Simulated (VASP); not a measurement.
A run of VASP 6.6.1 is set up as follows.

The input INCAR:

```
PREC = Accurate
ENCUT = 520
EDIFF = 1E-7
ISMEAR = 0
SIGMA = 0.1
LREAL = F
LASPH = T
NELM = 80
ALGO = Normal
ISIF = 2
LWAVE = F
LCHARG = T
GGA = PE
LELF = T
LVHAR = T
NBANDS = 11
```

KPOINTS

```
Automatic mesh
0
Gamma
  15 15 12
```

The input POSCAR:

```
MgB2
1.0
    3.1649498627      0.0000000000      0.0000000000
   -1.5824749313      2.7409269828      0.0000000000
    0.0000000000      0.0000000000      3.4924943595
Mg B
1 2
Direct
    0.0000000000      0.0000000000      0.0000000000
    0.6666666667      0.3333333333      0.5000000000
    0.3333333333      0.6666666667      0.5000000000
```

Potentials or basis: VASP PAW PBE potentials, release 64 (Mg, B).

The run is started by

```console
$ cat potpaw_PBE.64/Mg/POTCAR potpaw_PBE.64/B/POTCAR > POTCAR
$ mpirun -np 1 vasp_std > vasp.out
```

(1) What does it give for the band gap on the k mesh?

(2) Estimate the pressure.

Results:

(1) zero (band 4 reaches 6.88 eV, above the bottom of band 5 at 2.97 eV).

(2) -8.3 GPa.

Caveat: the cell differs from its parent crystal (biaxial strain in the a-b plane: +3.0 %, then relaxed in part).
